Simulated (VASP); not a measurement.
# Ge in VASP: further runs, part 2 of 2

VASP 6.6.1. Earlier steps stand in the parts before.

## (4) Single point, LDA

The input, INCAR:

```
SYSTEM = Ge
  ALGO = Normal
  EDIFF = 1E-6
  ENCUT = 520
  ISIF = 2
  ISMEAR = -1
  LASPH = .True.
  LCHARG = .False.
  LREAL = .False.
  LWAVE = .False.
  NBANDS = 13
  NELM = 100
  PREC = Accurate
  SIGMA = 0.05
```

The input, KPOINTS:

```
k-points
0
Gamma
  14 14 13
  0 0 0
```

The input, POSCAR:

```
Ge
1.0
    1.4036502900     -2.6040088725      0.0030084175
    1.3906477100      2.5970231275     -0.0099941625
   -0.0067455775     -0.0067455775      2.6982310000
Ge
1
Direct
    0.5000000000      0.5000000000      0.0000000000
```

Potentials or basis: VASP PAW LDA potentials, release 64 (Ge_d).

Command:

```sh
cat potpaw_LDA.64/Ge_d/POTCAR > POTCAR
mpirun -np 1 vasp_std > vasp.out
```

OUTCAR:

```text
SYSTEM = Ge
   EDIFF = 1E-6
   ENCUT = 520
   ISIF = 2
   ISMEAR = -1
   LASPH = .True.
   LREAL = .False.
   NELM = 100
   PREC = Accurate

 ion  position               nearest neighbor table
   1  0.500  0.500  0.000-

  LATTYP: Found a triclinic cell.
 ALAT       =     2.9459344971
 B/A-ratio  =     0.9485327888
 C/A-ratio  =     0.9159225592
 COS(alpha) =     0.0049936876
 COS(beta)  =     0.0067765305
 COS(gamma) =     0.4698582022

  Lattice vectors:

 A1 = (   1.3906477100,   2.5970231275,  -0.0099941625)
 A2 = (   2.7942980000,  -0.0069857450,  -0.0069857450)
 A3 = (   0.0067455775,   0.0067455775,  -2.6982310000)

Analysis of symmetry for initial positions (statically):
=====================================================================
 Subroutine PRICEL returns:
 Original cell was already a primitive cell.

 Routine SETGRP: Setting up the symmetry group for a
 triclinic supercell.

 Subroutine GETGRP returns: Found  2 space group operations
 (whereof  2 operations were pure point group operations)
 out of a pool of  2 trial point group operations.

The static configuration has the point symmetry S_2 .
[... 169 lines left out ...]
      2     -18.8211      2.00000
      3     -18.7703      2.00000
      4     -18.6723      2.00000
      5     -18.6542      2.00000
      6      -6.9258      2.00000
      7      12.5329      0.00000
      8      12.9748      0.00000
      9      14.4643      0.00000
     10      16.1982      0.00000
     11      18.4818      0.00000
     12      20.7780      0.00000
     13      21.0444      0.00000
[... 354 lines left out ...]
  band No.  band energies     occupation
      1     -18.8663      2.00000
      2     -18.7859      2.00000
      3     -18.7703      2.00000
      4     -18.6758      2.00000
      5     -18.6726      2.00000
      6      -6.0321      2.00000
      7       9.2418      0.00000
      8      11.3549      0.00000
      9      13.3842      0.00000
     10      16.3959      0.00000
     11      17.6261      0.00000
     12      19.9440      0.00000
     13      26.5157      0.00000

 [... further k-points ...]

------------------------ aborting loop because EDIFF is reached ----------------------------------------

  FORCE on cell =-STRESS in cart. coord.  units (eV):
  Direction    XX          YY          ZZ          XY          YZ          ZX
  --------------------------------------------------------------------------------------
  -------------------------------------------------------------------------------------
  Total       -0.5617014     -0.7637023     -0.8113486     -0.0099396      0.0252300      0.0315809
  in kB      -45.9000177    -62.4067316    -66.3002029     -0.8122215      2.0616973      2.5806687
  external PRESSURE =     -58.2023174 kB  Pullay stress =       0.0000000 kB

 VOLUME and BASIS-vectors are now :
 -----------------------------------------------------------------------------
  energy-cutoff  :      520.00
  volume of cell :       19.61
      direct lattice vectors                 reciprocal lattice vectors
     1.403650290 -2.604008873  0.003008417     0.357394237 -0.191375011  0.000415048
     1.390647710  2.597023127 -0.009994163     0.358358006  0.193168876  0.001378817
    -0.006745577 -0.006745577  2.698231000     0.000928867  0.000928867  0.370617835

 POSITION                                       TOTAL-FORCE (eV/Angst)
 -----------------------------------------------------------------------------------
      1.39715     -0.00349     -0.00349         0.000000      0.000000      0.000000
 -----------------------------------------------------------------------------------
    total drift:                               -0.000000     -0.000000     -0.000000

  FREE ENERGIE OF THE ION-ELECTRON SYSTEM (eV)
  ---------------------------------------------------
  free  energy   TOTEN  =        -4.9615939931 eV

  energy  without entropy=       -4.9576637647  energy(sigma->0) =       -4.95962888
```

stdout:

```text
POSCAR found type information on POSCAR Ge
 POSCAR found :  1 types and       1 ions
 scaLAPACK will be used
 LDA part: xc-table for (Slater(with rela. corr.)+CA(PZ))
 , standard interpolation
 POSCAR, INCAR and KPOINTS ok, starting setup
 FFT: planning ... GRIDC
 FFT: planning ... GRID_SOFT
 FFT: planning ... GRID
 WAVECAR not read
 entering main loop
```

It took 92 s on 1 thread of AMD EPYC 9R45 (Zen 5), shared host; peak memory 0.34 GiB.

What came out:

```yaml
Free_energy: -4.9616 eV
Pressure: -5.8 GPa
Band_gap_on_the_k_mesh: zero (band 7 reaches 12.53 eV, above the bottom of band 8 at 3.32 eV)
```

Levels at points of the mesh, in eV from the Fermi level:
| k point | band 5 | band 6 | band 7 | band 8 | band 9 | band 10 |
| --- | --- | --- | --- | --- | --- | --- |
| (0.00, 0.00, 0.00) | -24.60 | -12.87 | 6.59 | 7.03 | 8.52 | 10.26 |
| (0.50, 0.00, 0.00) | -24.62 | -7.89 | -5.27 | 3.47 | 7.61 | 10.36 |
| (0.00, 0.50, 0.00) | -24.62 | -7.83 | -5.24 | 3.32 | 7.47 | 10.41 |
| (0.50, 0.50, 0.00) | -24.60 | -8.71 | -5.47 | 5.16 | 9.22 | 9.73 |

## (5) Single point, LDA

The input, INCAR:

```
ALGO     = Normal         # electronic algorithm
EDIFF    = 1E-6           # SCF threshold, eV
ENCUT    = 520            # plane-wave cutoff, eV
GGA      = CA             # functional
ISIF     = 2              # what is computed and relaxed
ISMEAR   = -1             # smearing method
LASPH    = True           # aspherical terms in the spheres
LCHARG   = False          # write CHGCAR
LREAL    = False          # projectors in reciprocal space
LWAVE    = False          # write WAVECAR
NBANDS   = 13             # bands
NELM     = 80             # most SCF steps
PREC     = Accurate       # precision mode
SIGMA    = 0.05           # smearing width, eV
```

The input, KPOINTS:

```
k-points
0
Gamma
  14 14 13
```

The input, POSCAR:

```
Ge
1.0
    1.3906477100     -2.5970231275     -0.0030084175
    1.4036502900      2.6040088725      0.0099941625
    0.0067455775      0.0067455775      2.6982310000
Ge
1
Direct
    0.5000000000      0.5000000000      0.0000000000
```

Potentials or basis: VASP PAW LDA potentials, release 64 (Ge_d).

Command:

```sh
cat potpaw_LDA.64/Ge_d/POTCAR > POTCAR
mpirun -np 1 vasp_std > vasp.out
```

OUTCAR:

```text
EDIFF = 1E-6
   ENCUT = 520
   GGA = CA
   ISIF = 2
   ISMEAR = -1
   LASPH = True
   LREAL = False
   NELM = 80
   PREC = Accurate

 ion  position               nearest neighbor table
   1  0.500  0.500  0.000-

  LATTYP: Found a triclinic cell.
 ALAT       =     2.9582420841
 B/A-ratio  =     0.9445864756
 C/A-ratio  =     0.9121119189
 COS(alpha) =     0.0050061874
 COS(beta)  =     0.0067652291
 COS(gamma) =     0.4766940784

  Lattice vectors:

 A1 = (  -1.4036502900,  -2.6040088725,  -0.0099941625)
 A2 = (  -2.7942980000,  -0.0069857450,  -0.0069857450)
 A3 = (  -0.0067455775,  -0.0067455775,  -2.6982310000)

Analysis of symmetry for initial positions (statically):
=====================================================================
 Subroutine PRICEL returns:
 Original cell was already a primitive cell.

 Routine SETGRP: Setting up the symmetry group for a
 triclinic supercell.

 Subroutine GETGRP returns: Found  2 space group operations
 (whereof  2 operations were pure point group operations)
 out of a pool of  2 trial point group operations.

The static configuration has the point symmetry S_2 .

Analysis of symmetry for dynamics (positions and initial velocities):
=====================================================================
 Subroutine PRICEL returns:
 Original cell was already a primitive cell.

 Routine SETGRP: Setting up the symmetry group for a
 triclinic supercell.

 Subroutine GETGRP returns: Found  2 space group operations
 (whereof  2 operations were pure point group operations)
 out of a pool of  2 trial point group operations.

The dynamic configuration has the point symmetry S_2 .

 Subroutine INISYM returns: Found  2 space group operations
 (whereof  2 operations are pure point group operations),
 and found     1 'primitive' translations

----------------------------------------------------------------------------------------
[... 116 lines left out ...]
   GGA     = CA    functional components
   LHFCALC =     F    Hartree Fock is set to
   AEXX    =    0.0000 exact exchange contribution
   IVDW    =     0    specifies the selected vdW correction
   LEPSILON=     F    determine dielectric tensor
   LRPA    =     F    only Hartree local field effects (RPA)
 non-spin polarized calculation
  energy-cutoff  :      520.00
  volume of cell :       19.61
 maximum number of plane-waves:       541
 NGX is ok and might be reduce to    24
   NGX = 11   NGY = 11   NGZ = 11

 number of electron      14.0000003 magnetization

 Free energy of the ion-electron system (eV)
  ---------------------------------------------------
  ext. energy  EPLUGINS =         0.00000000
  ---------------------------------------------------
  free energy    TOTEN  =        -4.96159078 eV

  energy without entropy =       -4.95766102  energy(sigma->0) =       -4.95962590

 E-fermi :   5.9428     XC(G=0): -11.3212

 val. band max:        5.9411258855   @ k =   0.3571   0.4286   0.3846
 cond. band min:       5.9508422667   @ k =   0.2857   0.5000   0.0000
 fundamental gap:      0.0097163812
 Fermi energy:         5.9427912191

 k-point     1 :       0.0000    0.0000    0.0000
  band No.  band energies     occupation
      1     -18.8871      2.00000
      2     -18.8211      2.00000
      3     -18.7703      2.00000
      4     -18.6723      2.00000
      5     -18.6542      2.00000
      6      -6.9258      2.00000
      7      12.5328      0.00000
      8      12.9748      0.00000
      9      14.4643      0.00000
     10      16.1982      0.00000
     11      18.4818      0.00000
     12      20.7783      0.00000
     13      21.0440      0.00000
[... 354 lines left out ...]
  band No.  band energies     occupation
      1     -18.8665      2.00000
      2     -18.7876      2.00000
      3     -18.7687      2.00000
      4     -18.6765      2.00000
      5     -18.6717      2.00000
      6      -6.0354      2.00000
      7       9.1787      0.00000
      8      11.4362      0.00000
      9      13.3806      0.00000
     10      16.4386      0.00000
     11      17.6329      0.00000
     12      19.8922      0.00000
     13      26.5990      0.00000

 [... further k-points ...]

------------------------ aborting loop because EDIFF is reached ----------------------------------------

  FORCE on cell =-STRESS in cart. coord.  units (eV):
  Direction    XX          YY          ZZ          XY          YZ          ZX
  --------------------------------------------------------------------------------------
  -------------------------------------------------------------------------------------
  Total       -0.5613993     -0.7642004     -0.8110061      0.0092742     -0.0258778     -0.0322348
  in kB      -45.8753292    -62.4474363    -66.2722102      0.7578528     -2.1146295     -2.6340985
  external PRESSURE =     -58.1983252 kB  Pullay stress =       0.0000000 kB

 VOLUME and BASIS-vectors are now :
 -----------------------------------------------------------------------------
  energy-cutoff  :      520.00
  volume of cell :       19.61
      direct lattice vectors                 reciprocal lattice vectors
     1.390647710 -2.597023127 -0.003008417     0.358355581 -0.193164391 -0.000412978
     1.403650290  2.604008873  0.009994163     0.357396618  0.191379473 -0.001371940
     0.006745577  0.006745577  2.698231000    -0.000924234 -0.000924234  0.370617812

 POSITION                                       TOTAL-FORCE (eV/Angst)
 -----------------------------------------------------------------------------------
      1.39715      0.00349      0.00349        -0.000000     -0.000000     -0.000000
 -----------------------------------------------------------------------------------
    total drift:                               -0.000000     -0.000000     -0.000000

  FREE ENERGIE OF THE ION-ELECTRON SYSTEM (eV)
  ---------------------------------------------------
  free  energy   TOTEN  =        -4.9615907822 eV

  energy  without entropy=       -4.9576610225  energy(sigma->0) =       -4.95962590
```

Wall time 94 s (1 thread of AMD EPYC 9R45 (Zen 5), shared host); peak memory 0.34 GiB.

Results:

```
Free energy            : -4.9616 eV
Pressure               : -5.8 GPa
Band gap on the k mesh : zero (band 7 reaches 12.53 eV, above the bottom of band 8 at 3.32 eV)
```

## (6) Single point, LDA

The input, INCAR:

```
SYSTEM = Ge
ALGO     = Normal         ! electronic algorithm
EDIFF    = 1E-6           ! SCF threshold, eV
ENCUT    = 520            ! plane-wave cutoff, eV
ISIF     = 2              ! what is computed and relaxed
ISMEAR   = -1             ! smearing method
LASPH    = .True.         ! aspherical terms in the spheres
LCHARG   = .False.        ! write CHGCAR
LREAL    = .False.        ! projectors in reciprocal space
LWAVE    = .False.        ! write WAVECAR
NBANDS   = 13             ! bands
NELM     = 80             ! most SCF steps
PREC     = Accurate       ! precision mode
SIGMA    = 0.05           ! smearing width, eV
```

The input, KPOINTS:

```
k-points
0
Gamma
  14 14 13
  0 0 0
```

The input, POSCAR:

```
Ge
1.0
    1.3841464200     -2.5935302550     -0.0060168350
    1.4101515800      2.6075017450      0.0199883250
    0.0134911550      0.0134911550      2.6982310000
Ge
1
Direct
    0.5000000000      0.5000000000      0.0000000000
```

Potentials or basis: VASP PAW LDA potentials, release 64 (Ge_d).

Command:

```sh
cat potpaw_LDA.64/Ge_d/POTCAR > POTCAR
mpirun -np 1 vasp_std > vasp.out
```

Wall time 57 s (1 thread of Intel Xeon 6975P-C (Granite Rapids), shared host); peak memory 0.37 GiB.

It converged, with:

- Free energy: -4.9613 eV
- Pressure: -5.8 GPa
- Band gap on the k mesh: zero (band 7 reaches 12.53 eV, above the bottom of band 8 at 3.31 eV)

Stress tensor (GPa, compression positive):
```
-4.60  0.13 -0.52
 0.13 -6.23 -0.44
-0.52 -0.44 -6.62
```

Levels at points of the mesh, in eV from the Fermi level:
```tsv
k point	band 3	band 4	band 5	band 6	band 7	band 8	band 9	band 10	band 11	band 12
(0.00, 0.00, 0.00)	-24.71	-24.62	-24.60	-12.87	6.59	7.03	8.52	10.26	12.54	14.76
(0.50, 0.00, 0.00)	-24.65	-24.63	-24.62	-7.79	-5.23	3.25	7.41	10.43	16.53	16.60
(0.00, 0.50, 0.00)	-24.65	-24.62	-24.62	-7.92	-5.28	3.54	7.68	10.33	16.33	16.49
(0.50, 0.50, 0.00)	-24.66	-24.63	-24.61	-8.71	-5.47	5.16	9.22	9.73	15.74	16.21
```

## (7) Overview

```csv
cell,gap on the mesh (eV),pressure (GPa)
"a = 2.952, b = 2.952, c = 2.698 Å, angles 90.0, 90.0, 123.5°, 1 atom",none,-5.8
"a = 2.964, b = 2.940, c = 2.698 Å, angles 90.8, 89.8, 123.5°, 1 atom",none,-5.8
"a = 2.958, b = 2.946, c = 2.698 Å, angles 90.4, 89.9, 123.5°, 1 atom",none,-5.8
"a = 2.946, b = 2.958, c = 2.698 Å, angles 89.6, 90.1, 123.5°, 1 atom",none,-5.8
"a = 2.940, b = 2.964, c = 2.698 Å, angles 89.2, 90.2, 123.5°, 1 atom",none,-5.8
```

Alike in all rows: task single point; level LDA; potentials or basis VASP PAW LDA potentials, release 64 (Ge_d); no spin polarisation; k mesh 14 × 14 × 13; cutoff (eV) 520; smearing fermi-dirac 0.05 eV.

Total energies depend on the potentials used, so only differences within one code and one set of settings carry meaning.
